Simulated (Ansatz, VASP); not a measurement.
**Ag: VASP beside Ansatz**

File POSCAR:

```
Ag
1.0
    0.0000000000      3.0061429316      3.0061429316
    3.0061429316      0.0000000000      3.0061429316
    3.0061429316      3.0061429316      0.0000000000
Ag
2
Direct
    0.1250000000      0.1250000000      0.1250000000
    0.8750000000      0.8750000000      0.8750000000
```

File INCAR.step1:

```
PREC = Accurate
ENCUT = 520
ISMEAR = -1
SIGMA = 0.1
LREAL = False
LASPH = True
NELM = 80
NBANDS = 18
GGA = PE
ALGO = Normal
EDIFF = 1E-4
LWAVE = True
LCHARG = False
```

The input INCAR.step2:

```
PREC = Accurate
ENCUT = 520
EDIFF = 1E-6
ISMEAR = -1
SIGMA = 0.1
LREAL = False
LASPH = True
NELM = 80
ALGO = Normal
ISIF = 2
LWAVE = False
LCHARG = False
METAGGA = R2SCAN
LMIXTAU = True
NBANDS = 18
ISTART = 1
```

The input KPOINTS:

```
Automatic mesh
0
Gamma
  10 10 10
```

Input for Ansatz:

```yaml
crystal:
  lattice:
    - [0.0, 3.0061429316, 3.0061429316]
    - [3.0061429316, 0.0, 3.0061429316]
    - [3.0061429316, 3.0061429316, 0.0]
  atoms:
    - { symbol: Ag, position: [0.125, 0.125, 0.125] }
    - { symbol: Ag, position: [0.875, 0.875, 0.875] }
hamiltonian:
  xc: r2scan
  pseudopotentials:
    kind: paw
    azcp:
      Ag: "pseudopotentials/Ag.paw.azcp"
basis:
  ecutwfc: 500
  fft_grid_basis: typed
kpoints:
  mp_grid: { grid: [10, 10, 10], shift: [0, 0, 0] }
magnetization:
  spin_polarized: false
scf:
  occupations: { method: fermi_dirac, width: 0.1 }
  lower_state_search: "off"
output:
  stress: true
  write_density: true
  write_potential: true
  elf: true
  volumetric_format: npy
```

Alike in both runs: task single point; functional r2SCAN; k mesh 10 × 10 × 10; occupations fermi-dirac, width 0.1 eV; no spin polarisation.

```csv
,VASP,Ansatz
version,VASP 6.6.1,Ansatz 0.2.0
potentials or method,"VASP PAW PBE potentials, release 64 (Ag), cutoff 520 eV","plane waves (500 eV) with PAW, scalar-relativistic"
valence electrons in the cell,22,38
```

Ansatz gave:

* pressure (GPa): 1.8

What did VASP give for the same quantities?

Pressure (GPa): 1.9.

VASP's potentials were made for PBE, not for r2SCAN. VASP's potentials hold 22 valence electrons a cell and Ansatz's 38, so a difference there can come from the potentials and not from the codes.
